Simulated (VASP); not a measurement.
Wanted: the native input for a VASP 6.6.1 run.

| Quantity | Value |
| --- | --- |
| Task | single point |
| Functional | PBE |
| Potentials or basis | VASP PAW PBE potentials, release 64 (Cs_sv, Sb) |
| Cutoff | 520 eV |
| k mesh | 6 × 6 × 4 |
| Occupations | gaussian, width 0.1 eV |
| Spin | no spin polarisation |
| Dipole correction | no |
| Further INCAR settings | ALGO = Normal; EDIFF = 1e-07; NBANDS = 16 |

The structure of CsSb2 lies in POSCAR:

```
CsSb2
1.0
    5.1712349717      0.0000000000      0.0000000000
   -2.5856174858      4.4784208544      0.0000000000
    0.0000000000      0.0000000000      5.8621879651
Cs Sb
1 2
Direct
    0.0000000000      0.0000000000      0.0000000000
    0.3333333333      0.6666666667      0.5000000000
    0.6666666667      0.3333333333      0.5000000000
```

One way to write it, as run:

INCAR

```
SYSTEM = CsSb2
PREC = Accurate
ENCUT = 520
EDIFF = 1E-7
ISMEAR = 0
SIGMA = 0.1
LREAL = .False.
LASPH = .True.
NELM = 100
ALGO = Normal
ISIF = 2
LWAVE = .False.
LCHARG = .False.
GGA = PE
NBANDS = 16
```

KPOINTS

```
regular mesh
0
Gamma
  6 6 4
  0 0 0
```

Potentials or basis: VASP PAW PBE potentials, release 64 (Cs_sv, Sb).

The run is started by

```console
$ cat potpaw_PBE.64/Cs_sv/POTCAR potpaw_PBE.64/Sb/POTCAR > POTCAR
$ mpirun -np 1 vasp_std > vasp.out
```

It gave:

- Pressure: 0.2 GPa

Wall time 36 s on 1 thread of Intel(R) Xeon(R) Platinum 8488C (Sapphire Rapids), with other jobs on the host, peak memory 0.27 GiB.
